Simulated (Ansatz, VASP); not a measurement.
C: VASP beside Ansatz

```
C
1.0
     0.00000    1.78582    1.78582
     1.78582    0.00000    1.78582
     1.78582    1.78582    0.00000
C
2
Cartesian
  0.0000 0.0000 0.0000
  0.8929 0.8929 0.8929
```

Alike in both runs: functional PBE; k mesh 8 × 8 × 8; no spin polarisation.

Ansatz relaxed the structure, and its values are those at the end. VASP's run is a single point on that final structure, the one shown.

```csv
,VASP,Ansatz
version,VASP 6.6.1,Ansatz 0.2.0
potentials or method,"VASP PAW PBE potentials, release 64 (C)","plane waves, PAW"
plane-wave cutoff (eV),520,420
occupations,"gaussian, width 0.01 eV",fixed
valence electrons in the cell,8,8
```

|  | VASP | Ansatz | Ansatz less VASP |
| --- | --- | --- | --- |
| pressure (GPa) | 0.6 | 0.0 | -0.65 |
